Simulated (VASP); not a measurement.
# AlNi2 (P-3m1) in VASP: notebook

AlNi2 is run at these levels: PBEsol; tasks: single point.

All numbers are computed with VASP 6.6.1; they aren't measurements. Logs are shortened: lines on timing, memory, paths and dates and some standing lists are left out, and cuts for length are marked.

**1. The cell of the first run**

It takes space group P-3m1 (No. 164, trigonal). The conventional cell has a = 3.974 Å, b = 3.974 Å, c = 4.904 Å, α = 90.00°, β = 90.00°, γ = 120.00°. Within 3.1 Å of Al (site symmetry 3m) lie 11 Ni at 2.37 to 2.75 Å and 3 Al at 2.96 Å. Within 3.1 Å of Ni (site symmetry 3m) lie 5 Al at 2.37 to 2.48 Å and 9 Ni at 2.47 to 2.93 Å. Ni (site symmetry -3m) has 8 Ni at 2.45 to 2.47 Å and 6 Al at 2.75 Å within 3.2 Å. Within 3.2 Å of Ni (site symmetry -3m) lie 8 Ni at 2.45 to 2.77 Å and 6 Al at 2.48 Å.

**2. Single point, PBEsol**

INCAR

```
  PREC = Accurate
  ENCUT = 520
  EDIFF = 1E-6
  ISMEAR = 0
  SIGMA = 0.1
  LREAL = False
  LASPH = True
  NELM = 60
  ALGO = Normal
  ISIF = 2
  LWAVE = False
  LCHARG = False
  GGA = PS
  NBANDS = 32
```

KPOINTS

```
Automatic mesh
0
Gamma
  1 1 1
```

POSCAR

```
AlNi2
1.0
    3.9740030242      0.0000000000      0.0000000000
   -1.9870015121      3.4415875737      0.0000000000
    0.0000000000      0.0000000000      4.9042588200
Al Ni
2 4
Direct
    0.3333333333      0.6666666667      0.1898740600
    0.6666666667      0.3333333333      0.8101259400
    0.3333333333      0.6666666667      0.6851100400
    0.6666666667      0.3333333333      0.3148899600
    0.0000000000      0.0000000000      0.5000000000
    0.0000000000      0.0000000000      0.0000000000
```

Potentials or basis: VASP PAW PBE potentials, release 64 (Al, Ni).

The run is started by

```sh
cat potpaw_PBE.64/Al/POTCAR potpaw_PBE.64/Ni/POTCAR > POTCAR
mpirun -np 1 vasp_gam > vasp.out
```

OUTCAR:

```text
PREC = Accurate
   ENCUT = 520
   EDIFF = 1E-6
   ISMEAR = 0
   LREAL = False
   LASPH = True
   NELM = 60
   ISIF = 2
   GGA = PS

 ion  position               nearest neighbor table
   1  0.333  0.667  0.190-   4 2.37   4 2.37   4 2.37   3 2.43   3 2.48   6 2.48   6 2.48   6 2.48
                             5 2.75   5 2.75   5 2.75   2 2.96   2 2.96   2 2.96
   2  0.667  0.333  0.810-   3 2.37   3 2.37   3 2.37   4 2.43   4 2.48   6 2.48   6 2.48   6 2.48
                             5 2.75   5 2.75   5 2.75   1 2.96   1 2.96   1 2.96
   3  0.333  0.667  0.685-   2 2.37   2 2.37   2 2.37   1 2.43   5 2.47   5 2.47   5 2.47   1 2.48
                             6 2.77   6 2.77   6 2.77   4 2.93   4 2.93   4 2.93
   4  0.667  0.333  0.315-   1 2.37   1 2.37   1 2.37   2 2.43   5 2.47   5 2.47   5 2.47   2 2.48
                             6 2.77   6 2.77   6 2.77   3 2.93   3 2.93   3 2.93
   5  0.000  0.000  0.500-   6 2.45   6 2.45   3 2.47   4 2.47   4 2.47   3 2.47   4 2.47   3 2.47
                             1 2.75   2 2.75   1 2.75   2 2.75   2 2.75   1 2.75
   6  0.000  0.000  0.000-   5 2.45   5 2.45   1 2.48   2 2.48   2 2.48   1 2.48   2 2.48   1 2.48
                             3 2.77   4 2.77   4 2.77   3 2.77   3 2.77   4 2.77

  LATTYP: Found a hexagonal cell.
 ALAT       =     3.9740030242
 C/A-ratio  =     1.2340853266

  Lattice vectors:

 A1 = (   3.9740030242,   0.0000000000,   0.0000000000)
 A2 = (  -1.9870015121,   3.4415875737,   0.0000000000)
 A3 = (   0.0000000000,   0.0000000000,   4.9042588200)

Analysis of symmetry for initial positions (statically):
=====================================================================
 Subroutine PRICEL returns:
 Original cell was already a primitive cell.

 Routine SETGRP: Setting up the symmetry group for a
 hexagonal supercell.

 Subroutine GETGRP returns: Found 12 space group operations
 (whereof 12 operations were pure point group operations)
 out of a pool of 24 trial point group operations.

The static configuration has the point symmetry D_3d.

Analysis of symmetry for dynamics (positions and initial velocities):
=====================================================================
 Subroutine PRICEL returns:
 Original cell was already a primitive cell.

 Routine SETGRP: Setting up the symmetry group for a
 hexagonal supercell.

 Subroutine GETGRP returns: Found 12 space group operations
 (whereof 12 operations were pure point group operations)
 out of a pool of 24 trial point group operations.

The dynamic configuration has the point symmetry D_3d.

 Subroutine INISYM returns: Found 12 space group operations
 (whereof 12 operations are pure point group operations),
 and found     1 'primitive' translations

----------------------------------------------------------------------------------------

                                     Primitive cell

  volume of cell :      67.0750

  direct lattice vectors                    reciprocal lattice vectors
     3.974003024  0.000000000  0.000000000     0.251635440  0.145281789  0.000000000
    -1.987001512  3.441587574  0.000000000     0.000000000  0.290563578  0.000000000
     0.000000000  0.000000000  4.904258820     0.000000000  0.000000000  0.203904410

  length of vectors
     3.974003024  3.974003024  4.904258820     0.290563578  0.290563578  0.203904410

  position of ions in fractional coordinates (direct lattice)
     0.333333333  0.666666667  0.189874060
     0.666666667  0.333333333  0.810125940
     0.333333333  0.666666667  0.685110040
     0.666666667  0.333333333  0.314889960
     0.000000000  0.000000000  0.500000000
     0.000000000  0.000000000  0.000000000

  ion indices of the primitive-cell ions
   primitive index   ion index
                 1           1
                 2           2
                 3           3
                 4           4
                 5           5
                 6           6

----------------------------------------------------------------------------------------

 KPOINTS: Automatic mesh

Automatic generation of k-mesh.
 Grid dimensions read from file:
 generate k-points for:    1    1    1

 Generating k-lattice:

  Cartesian coordinates                     Fractional coordinates (reciprocal lattice)
     0.251635440  0.145281789  0.000000000     1.000000000  0.000000000  0.000000000
     0.000000000  0.290563578  0.000000000     0.000000000  1.000000000  0.000000000
     0.000000000  0.000000000  0.203904410     0.000000000  0.000000000  1.000000000

  Length of vectors
     0.290563578  0.290563578  0.203904410

  Shift w.r.t. Gamma in fractional coordinates (k-lattice)
     0.000000000  0.000000000  0.000000000

 Subroutine IBZKPT returns following result:
 ===========================================

 Found      1 irreducible k-points:

 Following reciprocal coordinates:
            Coordinates               Weight
  0.000000  0.000000  0.000000      1.000000
   k-points           NKPTS =      1   k-points in BZ     NKDIM =      1   number of bands    NBANDS=     32
   number of dos      NEDOS =    301   number of ions     NIONS =      6
   total plane-waves  NPLWV =  32400
   dimension x,y,z NGX =    30 NGY =   30 NGZ =   36
   dimension x,y,z NGXF=    60 NGYF=   60 NGZF=   72
   ions per type =               2   4
   NGX,Y,Z   is equivalent  to a cutoff of  12.55, 12.55, 12.20 a.u.
   NGXF,Y,Z  is equivalent  to a cutoff of  25.10, 25.10, 24.41 a.u.
 SYSTEM =  unknown system
   PREC   = accura    normal or accurate (medium, high low for compatibility)
   ISTART =      0    job   : 0-new  1-cont  2-samecut
   ICHARG =      2    charge: 1-file 2-atom 10-const
   ISPIN  =      1    spin polarized calculation?
   LNONCOLLINEAR =      F non collinear calculations
   LSORBIT =      F    spin-orbit coupling
   LASPH  =      T    aspherical Exc in radial PAW
   ENCUT  =  520.0 eV  38.22 Ry    6.18 a.u.   7.39  7.39  9.12*2*pi/ulx,y,z
   NELM   =     60;   NELMIN=  2; NELMDL= -5     # of ELM steps
   EDIFF  = 0.1E-05   stopping-criterion for ELM
   LREAL  =      F    real-space projection
   EDIFFG = 0.1E-04   stopping-criterion for IOM
   NSW    =      0    number of steps for IOM
   IBRION =     -1    ionic relax: 0-MD 1-quasi-New 2-CG
   NFREE  =      0    steps in history (QN), initial steepest desc. (CG)
   ISIF   =      2    stress and relaxation
   ISYM   =      2    0-nonsym 1-usesym 2-fastsym
   POTIM  = 0.5000    time-step for ionic-motion
   TEBEG  =    0.0;   TEEND  =   0.0 temperature during run
   PSTRESS=    0.0 pullay stress
   NELECT =      46.0000    total number of electrons
   NUPDOWN=      -1.0000    fix difference up-down
   EMIN   =  10.00;   EMAX   =-10.00  energy-range for DOS
   EFERMI =   0.00;   METHOD = LEGACY
   ISMEAR =     0;   SIGMA  =   0.10  broadening in eV -4-tet -1-fermi 0-gaus
   EFERMI_NEDOS =   21; number of points for ismear=-14 and -15
   IALGO  =     38    algorithm
   IMIX   =      4    mixing-type and parameters
     AMIX     =   0.40;   BMIX     =  1.00
     AMIX_MAG =   1.60;   BMIX_MAG =  1.00
  volume/ion in A,a.u.               =      11.18        75.44
  Fermi-wavevector in a.u.,A,eV,Ry     =   1.443690  2.728179 28.357821  2.084241
  Thomas-Fermi vector in A             =   2.562069
   LORBIT       =      0    0 simple, 1 ext, 2 COOP (PROOUT), +10 PAW based schemes
   GGA     = PS    functional components
   LHFCALC =     F    Hartree Fock is set to
   AEXX    =    0.0000 exact exchange contribution
   IVDW    =     0    specifies the selected vdW correction
   LEPSILON=     F    determine dielectric tensor
   LRPA    =     F    only Hartree local field effects (RPA)
 non-spin polarized calculation
 Gauss-broadening in eV      SIGMA  =   0.10
  energy-cutoff  :      520.00
  volume of cell :       67.07
 maximum number of plane-waves:       913
 NGX is ok and might be reduce to    30
   NGX = 15   NGY = 15   NGZ = 19

 number of electron      46.0000032 magnetization

 Free energy of the ion-electron system (eV)
  ---------------------------------------------------
  ext. energy  EPLUGINS =         0.00000000
  ---------------------------------------------------
  free energy    TOTEN  =       -31.72223655 eV

  energy without entropy =      -31.72223634  energy(sigma->0) =      -31.72223645

 E-fermi :  12.7439     XC(G=0): -12.6955

 val. band max:       12.3810568647   @ k =   0.0000   0.0000   0.0000
 cond. band min:      13.1158831309   @ k =   0.0000   0.0000   0.0000
 fundamental gap:      0.7348262663
 Fermi energy:        12.7439130716

 k-point     1 :       0.0000    0.0000    0.0000
  band No.  band energies     occupation
      1      -0.7045      2.00000
      2       4.7264      2.00000
      3       4.9787      2.00000
      4       6.4678      2.00000
      5       6.4678      2.00000
      6       7.0753      2.00000
[... 24 lines left out ...]
     31      16.7162      0.00000
     32      17.3698      0.00000

------------------------ aborting loop because EDIFF is reached ----------------------------------------

  FORCE on cell =-STRESS in cart. coord.  units (eV):
  Direction    XX          YY          ZZ          XY          YZ          ZX
  --------------------------------------------------------------------------------------
  -------------------------------------------------------------------------------------
  Total       -7.3140673     -7.3140673     18.7545113      0.0000000      0.0000000      0.0000000
  in kB     -174.7065288   -174.7065288    447.9772238      0.0000000      0.0000000      0.0000000
  external PRESSURE =      32.8547221 kB  Pullay stress =       0.0000000 kB

 VOLUME and BASIS-vectors are now :
 -----------------------------------------------------------------------------
  energy-cutoff  :      520.00
  volume of cell :       67.07
      direct lattice vectors                 reciprocal lattice vectors
     3.974003024  0.000000000  0.000000000     0.251635440  0.145281789  0.000000000
    -1.987001512  3.441587574  0.000000000     0.000000000  0.290563578  0.000000000
     0.000000000  0.000000000  4.904258820     0.000000000  0.000000000  0.203904410

 POSITION                                       TOTAL-FORCE (eV/Angst)
 -----------------------------------------------------------------------------------
     -0.00000      2.29439      0.93119        -0.000000     -0.000000     -0.009600
      1.98700      1.14720      3.97307         0.000000      0.000000      0.009600
     -0.00000      2.29439      3.35996        -0.000000      0.000000     -1.339374
      1.98700      1.14720      1.54430         0.000000     -0.000000      1.339374
      0.00000      0.00000      2.45213         0.000000      0.000000      0.000000
      0.00000      0.00000      0.00000         0.000000      0.000000      0.000000
 -----------------------------------------------------------------------------------
    total drift:                                0.000000     -0.000000      0.000000

  FREE ENERGIE OF THE ION-ELECTRON SYSTEM (eV)
  ---------------------------------------------------
  free  energy   TOTEN  =       -31.7222365545 eV

  energy  without entropy=      -31.7222363360  energy(sigma->0) =      -31.72223645
```

Wall time 14 s (1 thread of AMD EPYC 7R43 (Zen 3), shared host); peak memory 0.13 GiB.

What came out:

- Free energy: -31.7222 eV
- Pressure: 3.3 GPa
- Largest force: 1.339 eV/Å
- Band gap on the k mesh: 0.73 eV

Forces in eV/Å, atoms in the order of the input:
```
Al   0.000  0.000 -0.010
Al   0.000  0.000  0.010
Ni   0.000  0.000 -1.339
Ni   0.000  0.000  1.339
Ni   0.000  0.000  0.000
Ni   0.000  0.000  0.000
```

Caveat: the k points lie up to 1.83 Å⁻¹ apart; the PAW data sets were made with another functional, which shifts forces and pressure a little. Spin polarisation is off, so any magnetic state and its effect on volume and gap are missing.

[end of part 1 of 2]
